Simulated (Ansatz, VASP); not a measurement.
# Two plane-wave programs on Rh

```
Rh
1.0
     0.00000    1.90155    1.85401
     1.90155    0.00000    1.85401
     1.90155    1.90155    0.00000
Rh
1
Direct
  0.00000 0.00000 0.00000
```

Change from the starting cell: strain +0.000 along x and y, -0.025 along z, atoms carried along.

Alike in both runs: task single point; functional PBEsol; k mesh 22 × 22 × 22; occupations gaussian, width 0.15 eV; no spin polarisation.

```csv
,VASP,Ansatz
version,VASP 6.6.1,Ansatz 0.2.0
potentials or method,"VASP PAW PBE potentials, release 64 (Rh_pv), cutoff 520 eV","scalar-relativistic, plane waves, PAW"
valence electrons in the cell,15,17
```

Ansatz gave:

```
gap on the k mesh at the Fermi level (eV)                     : none
pressure (GPa)                                                : 2.3
traceless stress, the component that is largest in VASP (GPa) : 4.38
```

Problem. What did VASP give for the same quantities?

Solution. gap on the k mesh at the Fermi level (eV): none; pressure (GPa): 2.3; traceless stress, the component that is largest in VASP (GPa): 4.37.

VASP's potentials were made for PBE, not for PBEsol. A gap of «none» marks a metal or a gap that the smearing closes. The functional is the same, so the differences come from potentials, cutoffs and numerics. VASP's potentials hold 15 valence electrons a cell and Ansatz's 17, so a difference there can come from the potentials and not from the codes.
